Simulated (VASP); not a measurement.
# SrCl2 (P-3m1) in VASP: single point with PBE

Aim: the single point of SrCl2 with PBE.

Everything below comes from runs of VASP 6.6.1. Logs are shortened: lines on timing, memory, paths and dates and some standing lists are left out, and cuts for length are marked.

## Step 1: The cell of the first run

The structure is trigonal, space group P-3m1 (No. 164). Conventional cell: a = 4.407 Å, b = 4.407 Å, c = 5.596 Å, α = 90.00°, β = 90.00°, γ = 120.00°. Sr (site symmetry -3m) has 6 Cl at 2.90 Å within 3.8 Å. Within 3.8 Å of Cl (site symmetry 3m) lie 3 Sr at 2.90 Å and 6 Cl at 3.77 to 3.79 Å.

## Step 2: Single point, PBE, non-collinear spin, zero start, spin-orbit coupling

INCAR

```
SYSTEM = SrCl2
PREC = Accurate ; ENCUT = 520
EDIFF = 1E-6 ; ISMEAR = 0
SIGMA = 0.01 ; LREAL = .FALSE.
LASPH = .TRUE. ; NELM = 150
ALGO = Normal ; ISIF = 2
LWAVE = .FALSE. ; LCHARG = .TRUE.
MAGMOM = 0 0 0 0 0 0 0 0 0 ; LORBIT = 11
LSORBIT = .TRUE. ; GGA_COMPAT = .FALSE.
LORBMOM = .TRUE. ; GGA = PE
LVHAR = .TRUE. ; NBANDS = 37
```

KPOINTS

```
regular mesh
0
G
  6 6 6
  0 0 0
```

POSCAR

```
SrCl2
1.0
    4.4072490604      0.0000000000      0.0000000000
   -2.2036245302      3.8167896471      0.0000000000
    0.0000000000      0.0000000000      5.5960679692
Sr Cl
1 2
Direct
    0.0000000000      0.0000000000      0.0000000000
    0.3333333333      0.6666666667      0.2486948621
    0.6666666667      0.3333333333      0.7513051379
```

Potentials or basis: VASP PAW PBE potentials, release 64 (Sr_sv, Cl).

Launch:

```
cat potpaw_PBE.64/Sr_sv/POTCAR potpaw_PBE.64/Cl/POTCAR > POTCAR
mpirun -np 1 vasp_ncl > vasp.out
```

OUTCAR:

```text
SYSTEM = SrCl2
   PREC = Accurate
   ENCUT = 520
   EDIFF = 1E-6
   ISMEAR = 0
   LREAL = .FALSE.
   LASPH = .TRUE.
   NELM = 150
   ISIF = 2
   LORBIT = 11
   LSORBIT = .TRUE.
   GGA = PE

 ion  position               nearest neighbor table
   1  0.000  0.000  0.000-   2 2.90   3 2.90   2 2.90   3 2.90   3 2.90   2 2.90
   2  0.333  0.667  0.249-   1 2.90   1 2.90   1 2.90
   3  0.667  0.333  0.751-   1 2.90   1 2.90   1 2.90

  LATTYP: Found a hexagonal cell.
 ALAT       =     4.4072490604
 C/A-ratio  =     1.2697417125

  Lattice vectors:

 A1 = (   4.4072490604,   0.0000000000,   0.0000000000)
 A2 = (  -2.2036245302,   3.8167896471,   0.0000000000)
 A3 = (   0.0000000000,   0.0000000000,   5.5960679692)

Analysis of symmetry for initial positions (statically):
=====================================================================
 Subroutine PRICEL returns:
 Original cell was already a primitive cell.

 Routine SETGRP: Setting up the symmetry group for a
 hexagonal supercell.

 Subroutine GETGRP returns: Found 12 space group operations
 (whereof 12 operations were pure point group operations)
 out of a pool of 24 trial point group operations.

The static configuration has the point symmetry D_3d.

Analysis of symmetry for dynamics (positions and initial velocities):
=====================================================================
 Subroutine PRICEL returns:
 Original cell was already a primitive cell.

 Routine SETGRP: Setting up the symmetry group for a
 hexagonal supercell.

 Subroutine GETGRP returns: Found 12 space group operations
 (whereof 12 operations were pure point group operations)
 out of a pool of 24 trial point group operations.

The dynamic configuration has the point symmetry D_3d.

Analysis of structural, dynamic, and magnetic symmetry:
=====================================================================
 Subroutine PRICEL returns:
 Original cell was already a primitive cell.

 Routine SETGRP: Setting up the symmetry group for a
 hexagonal supercell.

 Subroutine GETGRP returns: Found 12 space group operations
 (whereof 12 operations were pure point group operations)
 out of a pool of 24 trial point group operations.

The overall configuration has the point symmetry D_3d.

 Subroutine INISYM returns: Found 12 space group operations
 (whereof 12 operations are pure point group operations),
 and found     1 'primitive' translations

----------------------------------------------------------------------------------------
[... 1116 lines left out ...]
     -0.00000      2.54453      1.39171         0.000000     -0.000000      0.024486
      2.20362      1.27226      4.20435        -0.000000      0.000000     -0.024486
 -----------------------------------------------------------------------------------
    total drift:                               -0.000000      0.000000     -0.000000

  FREE ENERGIE OF THE ION-ELECTRON SYSTEM (eV)
  ---------------------------------------------------
  free  energy   TOTEN  =       -12.6892095357 eV

  energy  without entropy=      -12.6892095357  energy(sigma->0) =      -12.68920954

 orbital moment (x)

 # of ion     p       d       tot
 ----------------------------------------
  1         0.000   0.000   0.000
  2        -0.000   0.000  -0.000
  3        -0.000   0.000  -0.000
 ----------------------------------------
           -0.000   0.000  -0.000

 orbital moment (y)

 # of ion     p       d       tot
 ----------------------------------------
  1         0.000   0.000   0.000
  2         0.000   0.000   0.000
  3         0.000   0.000   0.000
 ----------------------------------------
            0.000   0.000   0.000

 orbital moment (z)

 # of ion     p       d       tot
 ----------------------------------------
  1         0.000   0.000   0.000
  2         0.000   0.000   0.000
  3         0.000   0.000   0.000
 ----------------------------------------
            0.000   0.000   0.000

 Spin-Orbit-Coupling matrix elements

 Ion:    1  E_soc:     -0.1748604
 l=   1
     0.0000000    -0.0290971    -0.0291552
    -0.0290971     0.0000000    -0.0290971
    -0.0291552    -0.0290971     0.0000000
 l=   2
     0.0000000    -0.0000068     0.0000000    -0.0000068    -0.0000224
    -0.0000068     0.0000000    -0.0000115    -0.0000083    -0.0000068
     0.0000000    -0.0000115     0.0000000    -0.0000115     0.0000000
    -0.0000068    -0.0000083    -0.0000115     0.0000000    -0.0000068
    -0.0000224    -0.0000068     0.0000000    -0.0000068     0.0000000
 l=   3
     0.0000000     0.0000000     0.0000000     0.0000000     0.0000000     0.0000000     0.0000000
     0.0000000     0.0000000     0.0000000     0.0000000     0.0000000     0.0000000     0.0000000
     0.0000000     0.0000000     0.0000000     0.0000000     0.0000000     0.0000000     0.0000000
     0.0000000     0.0000000     0.0000000     0.0000000     0.0000000     0.0000000     0.0000000
[... 29 lines left out ...]
 l=   2
     0.0000000     0.0000000     0.0000000     0.0000000     0.0000000
     0.0000000     0.0000000     0.0000000     0.0000000     0.0000000
     0.0000000     0.0000000     0.0000000     0.0000000     0.0000000
     0.0000000     0.0000000     0.0000000     0.0000000     0.0000000
     0.0000000     0.0000000     0.0000000     0.0000000     0.0000000
 l=   3
     0.0000000     0.0000000     0.0000000     0.0000000     0.0000000     0.0000000     0.0000000
     0.0000000     0.0000000     0.0000000     0.0000000     0.0000000     0.0000000     0.0000000
     0.0000000     0.0000000     0.0000000     0.0000000     0.0000000     0.0000000     0.0000000
     0.0000000     0.0000000     0.0000000     0.0000000     0.0000000     0.0000000     0.0000000
     0.0000000     0.0000000     0.0000000     0.0000000     0.0000000     0.0000000     0.0000000
     0.0000000     0.0000000     0.0000000     0.0000000     0.0000000     0.0000000     0.0000000
     0.0000000     0.0000000     0.0000000     0.0000000     0.0000000     0.0000000     0.0000000

 total charge

# of ion       s       p       d       tot
------------------------------------------
    1        2.003   5.806   0.176   7.985
    2        1.593   3.577   0.000   5.170
    3        1.593   3.577   0.000   5.170
--------------------------------------------------
tot          5.189  12.959   0.176  18.325

 magnetization (x)

# of ion       s       p       d       tot
------------------------------------------
    1       -0.000   0.000   0.000  -0.000
    2        0.000   0.000   0.000   0.000
    3        0.000   0.000   0.000   0.000
--------------------------------------------------
tot         -0.000   0.000   0.000   0.000

 magnetization (y)

# of ion       s       p       d       tot
------------------------------------------
    1        0.000   0.000  -0.000  -0.000
    2       -0.000   0.000   0.000  -0.000
    3       -0.000   0.000   0.000   0.000
--------------------------------------------------
tot         -0.000   0.000  -0.000   0.000

 magnetization (z)

# of ion       s       p       d       tot
------------------------------------------
    1        0.000  -0.000  -0.000  -0.000
    2        0.000   0.000   0.000   0.000
    3        0.000   0.000   0.000   0.000
--------------------------------------------------
tot          0.000  -0.000  -0.000  -0.000
```

Run time: 3.6 min. Hardware: 1 thread of Intel Xeon Platinum 8488C (Sapphire Rapids), shared host; peak memory 0.52 GiB.

Results:

```
Free energy                                           : -12.6892 eV
Pressure                                              : 1.3 GPa
Largest force                                         : 0.024 eV/Å
Net moment                                            : 0.00 μB per cell
Valence electrons inside the program's atomic spheres : Sr 7.99; Cl 5.17
```

Forces in eV/Å, atoms in the order of the input:
```
Sr   0.000  0.000  0.000
Cl   0.000  0.000  0.024
Cl   0.000  0.000 -0.024
```

Moments on the atoms (μB; x, y, z):
```
Sr  0.00 0.00 0.00
Cl  0.00 0.00 0.00
Cl  0.00 0.00 0.00
```
